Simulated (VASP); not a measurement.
# HC6 in VASP: notebook

HC6 is run at these levels: LDA; tasks: single point.

Everything below comes from runs of VASP 6.6.1. Logs are shortened: lines on timing, memory, paths and dates and some standing lists are left out, and cuts for length are marked.

## Step 1: The cell of the first run

The cell holds a wire or tube with vacuum around it, 14 atoms: a = 4.890 Å, b = 8.870 Å, c = 22.747 Å, α = 90.00°, β = 90.00°, γ = 97.92°.

## Step 2: Single point, LDA

INCAR

```
SYSTEM = HC6
PREC     = Accurate       ! precision mode
ENCUT    = 520            ! plane-wave cutoff, eV
EDIFF    = 1E-7           ! SCF threshold, eV
ISMEAR   = 0              ! smearing method
SIGMA    = 0.1            ! smearing width, eV
LREAL    = .False.        ! projectors in reciprocal space
LASPH    = .True.         ! aspherical terms in the spheres
NELM     = 100            ! most SCF steps
ALGO     = Normal         ! electronic algorithm
ISIF     = 2              ! what is computed and relaxed
LWAVE    = .False.        ! write WAVECAR
LCHARG   = .False.        ! write CHGCAR
LDIPOL   = .True.       
IDIPOL   = 3            
DIPOL    = 0.5 0.5 0.301
GGA      = CA             ! functional
NBANDS   = 38             ! bands
```

KPOINTS

```
regular mesh
0
Gamma
  6 3 1
  0 0 0
```

POSCAR

```
HC6
1.0
    4.8895256614      0.0000000000      0.0000000000
   -1.2223814153      8.7849592876      0.0000000000
    0.0000000000      0.0000000000     22.7474729025
C H
12 2
Direct
    0.0193612757      0.0774451030      0.1758437088
    0.5193612758      0.0774451030      0.1758437088
    0.2742015947      0.0968063788      0.2059542860
    0.7742015947      0.0968063788      0.2059542860
    0.2838822326      0.1355289303      0.2661754406
    0.7838822326      0.1355289303      0.2661754406
    0.0386279421      0.1545151615      0.2955067254
    0.5386279421      0.1545151615      0.2955067254
    0.0488684834      0.1954807970      0.3583587359
    0.5488684834      0.1954807970      0.3583587359
    0.3031723044      0.2126952264      0.3845470194
    0.8031723044      0.2126952264      0.3845470194
    0.0488684834      0.1112041249      0.4183969333
    0.0488684834      0.2797574692      0.4183969333
```

Potentials or basis: VASP PAW LDA potentials, release 64 (C, H).

Launch:

```
> cat potpaw_LDA.64/C/POTCAR potpaw_LDA.64/H/POTCAR > POTCAR
> mpirun -np 1 vasp_std > vasp.out
```

OUTCAR:

```text
SYSTEM = HC6
   PREC = Accurate
   ENCUT = 520
   EDIFF = 1E-7
   ISMEAR = 0
   LREAL = .False.
   LASPH = .True.
   NELM = 100
   ISIF = 2
   GGA = CA

 ion  position               nearest neighbor table
   1  0.019  0.077  0.176-   4 1.41   3 1.41
   2  0.519  0.077  0.176-   4 1.41   3 1.41
   3  0.274  0.097  0.206-   2 1.41   1 1.41   5 1.41
   4  0.774  0.097  0.206-   1 1.41   2 1.41   6 1.41
   5  0.284  0.136  0.266-   8 1.40   7 1.40   3 1.41
   6  0.784  0.136  0.266-   7 1.40   8 1.40   4 1.41
   7  0.039  0.155  0.296-   6 1.40   5 1.40   9 1.47
   8  0.539  0.155  0.296-   5 1.40   6 1.40  10 1.47
   9  0.049  0.195  0.358-  12 1.37  11 1.37   7 1.47
  10  0.549  0.195  0.358-  11 1.37  12 1.37   8 1.47
  11  0.303  0.213  0.385-  10 1.37   9 1.37
  12  0.803  0.213  0.385-   9 1.37  10 1.37
  13  0.049  0.111  0.418-
  14  0.049  0.280  0.418-

  LATTYP: Found a simple monoclinic cell.
 ALAT       =     4.8895256614
 B/A-ratio  =     4.6522862293
 C/A-ratio  =     1.8139991911
 COS(beta)  =    -0.1378170405

  Lattice vectors:

 A1 = (   4.8895256614,   0.0000000000,   0.0000000000)
 A2 = (   0.0000000000,   0.0000000000, -22.7474729025)
 A3 = (  -1.2223814153,   8.7849592876,   0.0000000000)

Analysis of symmetry for initial positions (statically):
=====================================================================
 Subroutine PRICEL returns:
 Original cell was already a primitive cell.

 Routine SETGRP: Setting up the symmetry group for a
 simple monoclinic supercell.

 Subroutine GETGRP returns: Found  1 space group operations
 (whereof  1 operations were pure point group operations)
 out of a pool of  4 trial point group operations.

The static configuration has the point symmetry C_1 .

Analysis of symmetry for dynamics (positions and initial velocities):
=====================================================================
 Subroutine PRICEL returns:
 Original cell was already a primitive cell.

 Routine SETGRP: Setting up the symmetry group for a
 simple monoclinic supercell.

 Subroutine GETGRP returns: Found  1 space group operations
 (whereof  1 operations were pure point group operations)
 out of a pool of  4 trial point group operations.

The dynamic configuration has the point symmetry C_1 .

 Subroutine INISYM returns: Found  1 space group operations
 (whereof  1 operations are pure point group operations),
 and found     1 'primitive' translations

----------------------------------------------------------------------------------------

                                     Primitive cell

  volume of cell :     977.1014

  direct lattice vectors                    reciprocal lattice vectors
     4.889525661  0.000000000  0.000000000     0.204518816  0.028457730  0.000000000
    -1.222381415  8.784959288  0.000000000     0.000000000  0.113830920  0.000000000
     0.000000000  0.000000000 22.747472903     0.000000000  0.000000000  0.043960927

  length of vectors
     4.889525661  8.869595594 22.747472903     0.206489197  0.113830920  0.043960927

  position of ions in fractional coordinates (direct lattice)
     0.019361276  0.077445103  0.175843709
     0.519361276  0.077445103  0.175843709
     0.274201595  0.096806379  0.205954286
     0.774201595  0.096806379  0.205954286
     0.283882233  0.135528930  0.266175441
     0.783882233  0.135528930  0.266175441
     0.038627942  0.154515162  0.295506725
     0.538627942  0.154515162  0.295506725
     0.048868483  0.195480797  0.358358736
     0.548868483  0.195480797  0.358358736
     0.303172304  0.212695226  0.384547019
     0.803172304  0.212695226  0.384547019
     0.048868483  0.111204125  0.418396933
     0.048868483  0.279757469  0.418396933

  ion indices of the primitive-cell ions
   primitive index   ion index
                 1           1
                 2           2
                 3           3
                 4           4
                 5           5
                 6           6
                 7           7
                 8           8
                 9           9
                10          10
                11          11
                12          12
                13          13
                14          14

----------------------------------------------------------------------------------------

 KPOINTS: regular mesh

Automatic generation of k-mesh.
 Grid dimensions read from file:
 generate k-points for:    6    3    1

 Generating k-lattice:

  Cartesian coordinates                     Fractional coordinates (reciprocal lattice)
     0.034086469  0.004742955  0.000000000     0.166666667  0.000000000  0.000000000
     0.000000000  0.037943640  0.000000000     0.000000000  0.333333333  0.000000000
     0.000000000  0.000000000  0.043960927     0.000000000  0.000000000  1.000000000

  Length of vectors
     0.034414866  0.037943640  0.043960927

  Shift w.r.t. Gamma in fractional coordinates (k-lattice)
     0.000000000  0.000000000  0.000000000

 Subroutine IBZKPT returns following result:
 ===========================================

 Found     10 irreducible k-points:

 Following reciprocal coordinates:
            Coordinates               Weight
  0.000000  0.000000  0.000000      1.000000
  0.166667  0.000000  0.000000      2.000000
  0.333333  0.000000  0.000000      2.000000
  0.500000  0.000000  0.000000      1.000000
  0.000000  0.333333  0.000000      2.000000
  0.166667  0.333333  0.000000      2.000000
  0.333333  0.333333  0.000000      2.000000
  0.500000  0.333333  0.000000      2.000000
 -0.333333  0.333333  0.000000      2.000000
 -0.166667  0.333333  0.000000      2.000000
   k-points           NKPTS =     10   k-points in BZ     NKDIM =     10   number of bands    NBANDS=     38
   number of dos      NEDOS =    301   number of ions     NIONS =     14
   total plane-waves  NPLWV = 453600
   dimension x,y,z NGX =    36 NGY =   70 NGZ =  180
   dimension x,y,z NGXF=    72 NGYF=  140 NGZF=  360
   ions per type =              12   2
   NGX,Y,Z   is equivalent  to a cutoff of  12.24, 13.12, 13.15 a.u.
   NGXF,Y,Z  is equivalent  to a cutoff of  24.48, 26.24, 26.31 a.u.
 SYSTEM =  HC6
   PREC   = accura    normal or accurate (medium, high low for compatibility)
   ISTART =      0    job   : 0-new  1-cont  2-samecut
   ICHARG =      2    charge: 1-file 2-atom 10-const
   ISPIN  =      1    spin polarized calculation?
   LNONCOLLINEAR =      F non collinear calculations
   LSORBIT =      F    spin-orbit coupling
   LASPH  =      T    aspherical Exc in radial PAW
   ENCUT  =  520.0 eV  38.22 Ry    6.18 a.u.   9.09 16.49 42.30*2*pi/ulx,y,z
   NELM   =    100;   NELMIN=  2; NELMDL= -5     # of ELM steps
   EDIFF  = 0.1E-06   stopping-criterion for ELM
   LREAL  =      F    real-space projection
   EDIFFG = 0.1E-05   stopping-criterion for IOM
   NSW    =      0    number of steps for IOM
   IBRION =     -1    ionic relax: 0-MD 1-quasi-New 2-CG
   NFREE  =      0    steps in history (QN), initial steepest desc. (CG)
   ISIF   =      2    stress and relaxation
   ISYM   =      2    0-nonsym 1-usesym 2-fastsym
   POTIM  = 0.5000    time-step for ionic-motion
   TEBEG  =    0.0;   TEEND  =   0.0 temperature during run
   PSTRESS=    0.0 pullay stress
   NELECT =      50.0000    total number of electrons
   NUPDOWN=      -1.0000    fix difference up-down
   EMIN   =  10.00;   EMAX   =-10.00  energy-range for DOS
   EFERMI =   0.00;   METHOD = LEGACY
   ISMEAR =     0;   SIGMA  =   0.10  broadening in eV -4-tet -1-fermi 0-gaus
   EFERMI_NEDOS =   21; number of points for ismear=-14 and -15
   IALGO  =     38    algorithm
   IMIX   =      4    mixing-type and parameters
     AMIX     =   0.40;   BMIX     =  1.00
     AMIX_MAG =   1.60;   BMIX_MAG =  1.00
  volume/ion in A,a.u.               =      69.79       470.99
  Fermi-wavevector in a.u.,A,eV,Ry     =   0.607787  1.148551  5.026066  0.369405
  Thomas-Fermi vector in A             =   1.662378
   LORBIT       =      0    0 simple, 1 ext, 2 COOP (PROOUT), +10 PAW based schemes
   GGA     = CA    functional components
   LHFCALC =     F    Hartree Fock is set to
   AEXX    =    0.0000 exact exchange contribution
   IVDW    =     0    specifies the selected vdW correction
   LEPSILON=     F    determine dielectric tensor
   LRPA    =     F    only Hartree local field effects (RPA)
 non-spin polarized calculation
 Gauss-broadening in eV      SIGMA  =   0.10
  energy-cutoff  :      520.00
  volume of cell :      977.10
 maximum number of plane-waves:     26378
   NGX = 19   NGY = 33   NGZ = 85

 dipolmoment           0.000000      0.000000      0.193630 electrons x Angstroem

 number of electron      49.9999997 magnetization

 dipolmoment           0.000000      0.000000     -0.186105 electrons x Angstroem

 Free energy of the ion-electron system (eV)
  ---------------------------------------------------
  ext. energy  EPLUGINS =         0.00000000
  ---------------------------------------------------
  free energy    TOTEN  =      -112.81381858 eV

  energy without entropy =     -112.73927900  energy(sigma->0) =     -112.77654879

 E-fermi :  -4.5401     XC(G=0):  -1.8879

 val. band max:       -4.5514889906   @ k =   0.0000   0.3333   0.0000
 cond. band min:      -4.4902563878   @ k =   0.3333   0.0000   0.0000
 fundamental gap:      0.0612326028
 Fermi energy:        -4.5400791219

 k-point     1 :       0.0000    0.0000    0.0000
  band No.  band energies     occupation
      1     -23.3265      2.00000
      2     -21.9452      2.00000
      3     -19.6662      2.00000
      4     -19.0230      2.00000
      5     -18.9215      2.00000
      6     -17.5927      2.00000
[... 29 lines left out ...]
     36       1.5560      0.00000
     37       1.6907      0.00000

 k-point     2 :       0.1667    0.0000    0.0000
  band No.  band energies     occupation
      1     -23.2075      2.00000
      2     -21.8466      2.00000
      3     -20.3123      2.00000
      4     -19.4708      2.00000
      5     -18.7949      2.00000
      6     -17.3904      2.00000
[... 29 lines left out ...]
     36       1.7322      0.00000
     37       1.8407      0.00000
[... 278 lines left out ...]
     36       1.7788      0.00000
     37       2.1017      0.00000

 k-point    10 :      -0.1667    0.3333    0.0000
  band No.  band energies     occupation
      1     -23.2075      2.00000
      2     -21.8466      2.00000
      3     -20.3123      2.00000
      4     -19.4708      2.00000
      5     -18.7949      2.00000
      6     -17.3904      2.00000
[... 29 lines left out ...]
     36       1.3480      0.00000
     37       1.7582      0.00000
 [bands above 37 left out]

------------------------ aborting loop because EDIFF is reached ----------------------------------------

 vacuum level on the upper side and lower side of the slab       (xc-potential included)        -0.411         0.357

  FORCE on cell =-STRESS in cart. coord.  units (eV):
  Direction    XX          YY          ZZ          XY          YZ          ZX
  --------------------------------------------------------------------------------------
  -------------------------------------------------------------------------------------
  Total       -0.1638470     -0.7251170      7.1237443     -2.5269118      2.4416128     -0.4924284
  in kB       -0.2686639     -1.1889922     11.6809796     -4.1434397      4.0035728     -0.8074470
  external PRESSURE =       3.4077745 kB  Pullay stress =       0.0000000 kB

 VOLUME and BASIS-vectors are now :
 -----------------------------------------------------------------------------
  energy-cutoff  :      520.00
  volume of cell :      977.10
      direct lattice vectors                 reciprocal lattice vectors
     4.889525661  0.000000000  0.000000000     0.204518816  0.028457730  0.000000000
    -1.222381415  8.784959288  0.000000000     0.000000000  0.113830920  0.000000000
     0.000000000  0.000000000 22.747472903     0.000000000  0.000000000  0.043960927

 POSITION                                       TOTAL-FORCE (eV/Angst)
 -----------------------------------------------------------------------------------
     -0.00000      0.68035      4.00000         0.028574      0.505969      2.156883
      2.44476      0.68035      4.00000        -0.008703      0.553080      2.098879
      1.22238      0.85044      4.68494         0.002860     -0.854779     -3.542875
      3.66714      0.85044      4.68494        -0.023200     -0.965068     -3.638086
      1.22238      1.19062      6.05482        -0.069730      0.230815      1.101784
      3.66714      1.19062      6.05482         0.092677      0.316859      1.142600
     -0.00000      1.35741      6.72203         0.002055      0.229684      0.040981
      2.44476      1.35741      6.72203         0.007428      0.272981      0.790369
     -0.00001      1.71729      8.15176        -0.032533     -2.108084     -6.884044
      2.44475      1.71729      8.15176         0.193860     -0.403033     -1.432496
      1.22237      1.86852      8.74747        -1.657994     -0.445301      3.514335
      3.66714      1.86852      8.74747         1.859349      1.263597      3.279314
      0.10301      0.97692      9.51747         1.516911      1.221550     -0.037102
     -0.10303      2.45766      9.51747        -1.911555      0.181731      1.409457
 -----------------------------------------------------------------------------------
    total drift:                                0.000552      0.000342     -0.000249

  FREE ENERGIE OF THE ION-ELECTRON SYSTEM (eV)
  ---------------------------------------------------
  free  energy   TOTEN  =      -112.8138185807 eV

  energy  without entropy=     -112.7392789987  energy(sigma->0) =     -112.77654879

 vacuum level on the upper side and lower side of the slab         0.836         1.620
```

Run time: 34 min. Hardware: 1 thread of Intel Xeon 8259CL, shared host; peak memory 0.79 GiB.

Results:

- Free energy: -112.8138 eV
- Largest force: 7.200 eV/Å
- Band gap on the k mesh: zero (bands 25 and 26 overlap by 0.03 eV)

Forces on the atoms (eV/Å):
```
C    0.029  0.506  2.157
C   -0.009  0.553  2.099
C    0.003 -0.855 -3.543
C   -0.023 -0.965 -3.638
C   -0.070  0.231  1.102
C    0.093  0.317  1.143
C    0.002  0.230  0.041
C    0.007  0.273  0.790
C   -0.033 -2.108 -6.884
C    0.194 -0.403 -1.432
C   -1.658 -0.445  3.514
C    1.859  1.264  3.279
H    1.517  1.222 -0.037
H   -1.912  0.182  1.409
```

## Step 3: Single point, LDA

INCAR

```
SYSTEM = HC6
  PREC = Accurate
  ENCUT = 520
  EDIFF = 1E-6
  ISMEAR = 0
  SIGMA = 0.1
  LREAL = .FALSE.
  LASPH = .TRUE.
  NELM = 80
  ALGO = Normal
  ISIF = 2
  LWAVE = .FALSE.
  LCHARG = .TRUE.
  LDIPOL = .TRUE.
  IDIPOL = 3
  DIPOL = 0.5 0.5 0.299
  LELF = .TRUE.
  LVHAR = .TRUE.
  LVACPOTAV = .TRUE.
  NBANDS = 38
```

KPOINTS

```
regular mesh
0
G
  6 3 1
  0 0 0
```

Edit POSCAR of step 2 so:

```diff
@@ -20,3 +20,3 @@
     0.8031723044      0.2126952264      0.3845470194
-    0.0488684834      0.1112041249      0.4183969333
-    0.0488684834      0.2797574692      0.4183969333
+    0.0488684834      0.0912483108      0.4043294366
+    0.0488684834      0.2997132832      0.4043294366
```

Potentials or basis: VASP PAW LDA potentials, release 64 (C, H).

Launch:

```
> cat potpaw_LDA.64/C/POTCAR potpaw_LDA.64/H/POTCAR > POTCAR
> mpirun -np 1 vasp_std > vasp.out
```

It took 28 min on 1 thread of Intel Xeon 8259CL, shared host; peak memory 0.79 GiB.

The run converged. Its results:

```
Free energy            : -112.1747 eV
Largest force          : 6.984 eV/Å
Band gap on the k mesh : 0.01 eV (least direct gap 0.03 eV)
```

Forces in eV/Å, atoms in the order of the input:
```
C    0.094  0.563  2.188
C   -0.054  0.537  2.131
C   -0.033 -0.871 -3.685
C   -0.003 -1.056 -3.899
C   -0.124  0.328  1.383
C    0.167  0.425  1.470
C    0.054 -0.163 -0.759
C   -0.043  0.076  0.510
C    0.105 -3.312 -6.148
C    0.250 -0.319 -1.375
C   -0.213 -0.055  3.080
C    0.619  2.058  2.778
H    1.260  1.280  0.004
H   -2.079  0.509  2.322
```

Levels at points of the mesh, in eV from the valence-band top:
```csv
k point,band 22,band 23,band 24,band 25,band 26,band 27,band 28,band 29
"(0.00, 0.00, 0.00)",-1.23,-0.66,-0.22,-0.03,0.24,0.60,1.19,2.81
"(0.50, 0.00, 0.00)",-1.76,-1.03,-0.30,-0.02,0.01,2.42,2.85,3.52
```

Caveat: the smearing spreads over this small gap.

The gap in the log of VASP goes by the Fermi energy; the results here count the filled bands.